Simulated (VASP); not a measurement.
# MgO (Fm-3m) in VASP: further runs

Aim: see how the results for MgO move with the level of theory and the settings. Levels: LDA, PBE, PBEsol. Tasks: single point.

Everything below comes from runs of VASP 6.6.1. Logs are shortened: lines on timing, memory, paths and dates and some standing lists are left out, and cuts for length are marked.

## (1) The cell of the first run

The structure is cubic, space group Fm-3m (No. 225). Conventional cell: a = 4.265 Å, b = 4.265 Å, c = 4.265 Å, α = 90.00°, β = 90.00°, γ = 90.00°. Within 2.8 Å of Mg (site symmetry m-3m) lie 6 O at 2.13 Å. Within 2.8 Å of O (site symmetry m-3m) lie 6 Mg at 2.13 Å.

## (2) Single point, LDA

Input file INCAR:

```
PREC = Accurate
ENCUT = 520
EDIFF = 1E-6
ISMEAR = 0
SIGMA = 0.01
LREAL = F
LASPH = T
NELM = 80
ALGO = Normal
ISIF = 2
LWAVE = F
LCHARG = F
GGA = CA
NBANDS = 11
```

Input file KPOINTS:

```
Automatic mesh
0
Gamma
  6 6 6
```

Input file POSCAR:

```
MgO
1.0
    0.0000000000      2.1327005000      2.1327005000
    2.1327005000      0.0000000000      2.1327005000
    2.1327005000      2.1327005000      0.0000000000
Mg O
1 1
Direct
    0.0000000000      0.0000000000      0.0000000000
    0.5000000000      0.5000000000      0.5000000000
```

Potentials or basis: VASP PAW LDA potentials, release 64 (Mg, O).

On the command line:

```bash
$ cat potpaw_LDA.64/Mg/POTCAR potpaw_LDA.64/O/POTCAR > POTCAR
$ mpirun -np 1 vasp_std > vasp.out
```

OUTCAR:

```text
PREC = Accurate
   ENCUT = 520
   EDIFF = 1E-6
   ISMEAR = 0
   LREAL = F
   LASPH = T
   NELM = 80
   ISIF = 2
   GGA = CA

 ion  position               nearest neighbor table
   1  0.000  0.000  0.000-   2 2.13   2 2.13   2 2.13   2 2.13   2 2.13   2 2.13
   2  0.500  0.500  0.500-   1 2.13   1 2.13   1 2.13   1 2.13   1 2.13   1 2.13

  LATTYP: Found a face centered cubic cell.
 ALAT       =     4.2654010000

  Lattice vectors:

 A1 = (   0.0000000000,   2.1327005000,   2.1327005000)
 A2 = (   2.1327005000,   0.0000000000,   2.1327005000)
 A3 = (   2.1327005000,   2.1327005000,   0.0000000000)

Analysis of symmetry for initial positions (statically):
=====================================================================
 Subroutine PRICEL returns:
 Original cell was already a primitive cell.

 Routine SETGRP: Setting up the symmetry group for a
 face centered cubic supercell.

 Subroutine GETGRP returns: Found 48 space group operations
 (whereof 48 operations were pure point group operations)
 out of a pool of 48 trial point group operations.

The static configuration has the point symmetry O_h .

Analysis of symmetry for dynamics (positions and initial velocities):
=====================================================================
 Subroutine PRICEL returns:
 Original cell was already a primitive cell.

 Routine SETGRP: Setting up the symmetry group for a
 face centered cubic supercell.

 Subroutine GETGRP returns: Found 48 space group operations
 (whereof 48 operations were pure point group operations)
 out of a pool of 48 trial point group operations.

The dynamic configuration has the point symmetry O_h .

 Subroutine INISYM returns: Found 48 space group operations
 (whereof 48 operations are pure point group operations),
 and found     1 'primitive' translations

----------------------------------------------------------------------------------------

                                     Primitive cell

  volume of cell :      19.4008

  direct lattice vectors                    reciprocal lattice vectors
     0.000000000  2.132700500  2.132700500    -0.234444546  0.234444546  0.234444546
     2.132700500  0.000000000  2.132700500     0.234444546 -0.234444546  0.234444546
     2.132700500  2.132700500  0.000000000     0.234444546  0.234444546 -0.234444546

  length of vectors
     3.016093972  3.016093972  3.016093972     0.406069865  0.406069865  0.406069865

  position of ions in fractional coordinates (direct lattice)
     0.000000000  0.000000000  0.000000000
     0.500000000  0.500000000  0.500000000

  ion indices of the primitive-cell ions
   primitive index   ion index
                 1           1
                 2           2

----------------------------------------------------------------------------------------

 KPOINTS: Automatic mesh

Automatic generation of k-mesh.
 Grid dimensions read from file:
 generate k-points for:    6    6    6

 Generating k-lattice:

  Cartesian coordinates                     Fractional coordinates (reciprocal lattice)
    -0.039074091  0.039074091  0.039074091     0.166666667  0.000000000  0.000000000
     0.039074091 -0.039074091  0.039074091     0.000000000  0.166666667  0.000000000
     0.039074091  0.039074091 -0.039074091     0.000000000  0.000000000  0.166666667

  Length of vectors
     0.067678311  0.067678311  0.067678311

  Shift w.r.t. Gamma in fractional coordinates (k-lattice)
     0.000000000  0.000000000  0.000000000

 Subroutine IBZKPT returns following result:
 ===========================================

 Found     16 irreducible k-points:

 Following reciprocal coordinates:
            Coordinates               Weight
  0.000000  0.000000  0.000000      1.000000
  0.166667  0.000000  0.000000      8.000000
  0.333333  0.000000  0.000000      8.000000
  0.500000  0.000000  0.000000      4.000000
  0.166667  0.166667  0.000000      6.000000
  0.333333  0.166667  0.000000     24.000000
[... 8 lines left out ...]
 -0.333333  0.333333  0.166667     24.000000
 -0.333333  0.500000  0.166667     12.000000
   k-points           NKPTS =     16   k-points in BZ     NKDIM =     16   number of bands    NBANDS=     11
   number of dos      NEDOS =    301   number of ions     NIONS =      2
   total plane-waves  NPLWV =  13824
   dimension x,y,z NGX =    24 NGY =   24 NGZ =   24
   dimension x,y,z NGXF=    48 NGYF=   48 NGZF=   48
   ions per type =               1   1
   NGX,Y,Z   is equivalent  to a cutoff of  13.23, 13.23, 13.23 a.u.
   NGXF,Y,Z  is equivalent  to a cutoff of  26.46, 26.46, 26.46 a.u.
 SYSTEM =  unknown system
   PREC   = accura    normal or accurate (medium, high low for compatibility)
   ISTART =      0    job   : 0-new  1-cont  2-samecut
   ICHARG =      2    charge: 1-file 2-atom 10-const
   ISPIN  =      1    spin polarized calculation?
   LNONCOLLINEAR =      F non collinear calculations
   LSORBIT =      F    spin-orbit coupling
   LASPH  =      T    aspherical Exc in radial PAW
   ENCUT  =  520.0 eV  38.22 Ry    6.18 a.u.   5.61  5.61  5.61*2*pi/ulx,y,z
   NELM   =     80;   NELMIN=  2; NELMDL= -5     # of ELM steps
   EDIFF  = 0.1E-05   stopping-criterion for ELM
   LREAL  =      F    real-space projection
   EDIFFG = 0.1E-04   stopping-criterion for IOM
   NSW    =      0    number of steps for IOM
   IBRION =     -1    ionic relax: 0-MD 1-quasi-New 2-CG
   NFREE  =      0    steps in history (QN), initial steepest desc. (CG)
   ISIF   =      2    stress and relaxation
   ISYM   =      2    0-nonsym 1-usesym 2-fastsym
   POTIM  = 0.5000    time-step for ionic-motion
   TEBEG  =    0.0;   TEEND  =   0.0 temperature during run
   PSTRESS=    0.0 pullay stress
   NELECT =       8.0000    total number of electrons
   NUPDOWN=      -1.0000    fix difference up-down
   EMIN   =  10.00;   EMAX   =-10.00  energy-range for DOS
   EFERMI =   0.00;   METHOD = LEGACY
   ISMEAR =     0;   SIGMA  =   0.01  broadening in eV -4-tet -1-fermi 0-gaus
   EFERMI_NEDOS =   21; number of points for ismear=-14 and -15
   IALGO  =     38    algorithm
   IMIX   =      4    mixing-type and parameters
     AMIX     =   0.40;   BMIX     =  1.00
     AMIX_MAG =   1.60;   BMIX_MAG =  1.00
  volume/ion in A,a.u.               =       9.70        65.46
  Fermi-wavevector in a.u.,A,eV,Ry     =   1.218517  2.302663 20.201711  1.484784
  Thomas-Fermi vector in A             =   2.353801
   LORBIT       =      0    0 simple, 1 ext, 2 COOP (PROOUT), +10 PAW based schemes
   GGA     = CA    functional components
   LHFCALC =     F    Hartree Fock is set to
   AEXX    =    0.0000 exact exchange contribution
   IVDW    =     0    specifies the selected vdW correction
   LEPSILON=     F    determine dielectric tensor
   LRPA    =     F    only Hartree local field effects (RPA)
 non-spin polarized calculation
 Gauss-broadening in eV      SIGMA  =   0.01
  energy-cutoff  :      520.00
  volume of cell :       19.40
 maximum number of plane-waves:       544
 NGX is ok and might be reduce to    24
   NGX = 11   NGY = 11   NGZ = 11

 number of electron       8.0000003 magnetization

 Free energy of the ion-electron system (eV)
  ---------------------------------------------------
  ext. energy  EPLUGINS =         0.00000000
  ---------------------------------------------------
  free energy    TOTEN  =       -13.37883610 eV

  energy without entropy =      -13.37883610  energy(sigma->0) =      -13.37883610

 E-fermi :   2.6877     XC(G=0): -11.4108

 val. band max:        2.6007429458   @ k =   0.0000   0.0000   0.0000
 cond. band min:       6.8976693661   @ k =   0.0000   0.0000   0.0000
 fundamental gap:      4.2969264203
 Fermi energy:         2.6876787387

 k-point     1 :       0.0000    0.0000    0.0000
  band No.  band energies     occupation
      1     -14.2082      2.00000
      2       2.6007      2.00000
      3       2.6007      2.00000
      4       2.6007      2.00000
      5       6.8977      0.00000
      6      17.9196      0.00000
      7      17.9196      0.00000
      8      17.9196      0.00000
      9      21.8469      0.00000
     10      23.4439      0.00000
     11      23.4439      0.00000

 k-point     2 :       0.1667    0.0000    0.0000
  band No.  band energies     occupation
      1     -13.9319      2.00000
      2       1.1002      2.00000
      3       2.4343      2.00000
      4       2.4343      2.00000
      5       8.3121      0.00000
      6      15.6334      0.00000
      7      18.4442      0.00000
      8      18.4442      0.00000
      9      22.0574      0.00000
     10      22.0574      0.00000
     11      24.0229      0.00000

 k-point     3 :       0.3333    0.0000    0.0000
  band No.  band energies     occupation
      1     -13.3099      2.00000
      2      -1.0112      2.00000
      3       2.1231      2.00000
      4       2.1231      2.00000
      5       9.8355      0.00000
      6      14.3979      0.00000
      7      18.5166      0.00000
      8      18.5166      0.00000
      9      22.7684      0.00000
     10      22.7684      0.00000
     11      23.1017      0.00000

 k-point     4 :       0.5000    0.0000    0.0000
  band No.  band energies     occupation
      1     -12.9524      2.00000
      2      -1.9343      2.00000
      3       1.9768      2.00000
      4       1.9768      2.00000
      5      10.1004      0.00000
      6      14.5795      0.00000
      7      18.2167      0.00000
      8      18.2167      0.00000
      9      22.6069      0.00000
     10      24.2910      0.00000
     11      24.2910      0.00000

 k-point     5 :       0.1667    0.1667    0.0000
  band No.  band energies     occupation
      1     -13.8468      2.00000
      2       1.0273      2.00000
      3       2.2221      2.00000
      4       2.2221      2.00000
      5       8.7824      0.00000
      6      14.9457      0.00000
      7      18.6801      0.00000
      8      18.6801      0.00000
      9      19.4899      0.00000
     10      24.2700      0.00000
     11      26.6479      0.00000
[... 99 lines left out ...]
 k-point    13 :       0.5000    0.5000    0.0000
  band No.  band energies     occupation
      1     -12.6940      2.00000
      2      -1.3977      2.00000
      3       1.2804      2.00000
      4       1.2804      2.00000
      5      11.4518      0.00000
      6      11.9009      0.00000
      7      15.1041      0.00000
      8      20.6737      0.00000
      9      20.6737      0.00000
     10      26.9650      0.00000
     11      28.6372      0.00000

 k-point    14 :       0.5000    0.3333    0.1667
  band No.  band energies     occupation
      1     -12.9440      2.00000
      2      -0.8744      2.00000
      3       0.7909      2.00000
      4       1.6124      2.00000
      5      12.0702      0.00000
      6      13.2945      0.00000
      7      15.4556      0.00000
      8      19.0058      0.00000
      9      21.3278      0.00000
     10      24.6919      0.00000
     11      29.4222      0.00000

 k-point    15 :      -0.3333    0.3333    0.1667
  band No.  band energies     occupation
      1     -12.7244      2.00000
      2      -0.9190      2.00000
      3       0.1881      2.00000
      4       1.3655      2.00000
      5      12.7213      0.00000
      6      14.0305      0.00000
      7      14.6372      0.00000
      8      18.3345      0.00000
      9      22.6442      0.00000
     10      23.7750      0.00000
     11      29.3680      0.00000

 k-point    16 :      -0.3333    0.5000    0.1667
  band No.  band energies     occupation
      1     -12.6562      2.00000
      2      -0.8824      2.00000
      3       0.4076      2.00000
      4       0.9611      2.00000
      5      12.7915      0.00000
      6      13.3090      0.00000
      7      14.5475      0.00000
      8      18.3066      0.00000
      9      21.9181      0.00000
     10      26.4167      0.00000
     11      27.8750      0.00000

------------------------ aborting loop because EDIFF is reached ----------------------------------------

  FORCE on cell =-STRESS in cart. coord.  units (eV):
  Direction    XX          YY          ZZ          XY          YZ          ZX
  --------------------------------------------------------------------------------------
  -------------------------------------------------------------------------------------
  Total       -1.5536813     -1.5536813     -1.5536813      0.0000000      0.0000000     -0.0000000
  in kB     -128.3077553   -128.3077553   -128.3077553      0.0000000      0.0000000     -0.0000000
  external PRESSURE =    -128.3077553 kB  Pullay stress =       0.0000000 kB

 VOLUME and BASIS-vectors are now :
 -----------------------------------------------------------------------------
  energy-cutoff  :      520.00
  volume of cell :       19.40
      direct lattice vectors                 reciprocal lattice vectors
     0.000000000  2.132700500  2.132700500    -0.234444546  0.234444546  0.234444546
     2.132700500  0.000000000  2.132700500     0.234444546 -0.234444546  0.234444546
     2.132700500  2.132700500  0.000000000     0.234444546  0.234444546 -0.234444546

 POSITION                                       TOTAL-FORCE (eV/Angst)
 -----------------------------------------------------------------------------------
      0.00000      0.00000      0.00000         0.000000      0.000000      0.000000
      2.13270      2.13270      2.13270        -0.000000     -0.000000     -0.000000
 -----------------------------------------------------------------------------------
    total drift:                               -0.000000     -0.000000      0.000000

  FREE ENERGIE OF THE ION-ELECTRON SYSTEM (eV)
  ---------------------------------------------------
  free  energy   TOTEN  =       -13.3788360973 eV

  energy  without entropy=      -13.3788360973  energy(sigma->0) =      -13.37883610
```

Run time: 2.7 s. Hardware: 1 thread of Intel Xeon Platinum 8375C at 2.90GHz (Ice Lake), shared host; peak memory 0.12 GiB.

Results:

```
Free energy            : -13.3788 eV
Pressure               : -12.8 GPa
Band gap on the k mesh : 4.30 eV, direct
```

Caveat: the k points lie up to 0.43 Å⁻¹ apart.

(Continued in part 2 of 2.)
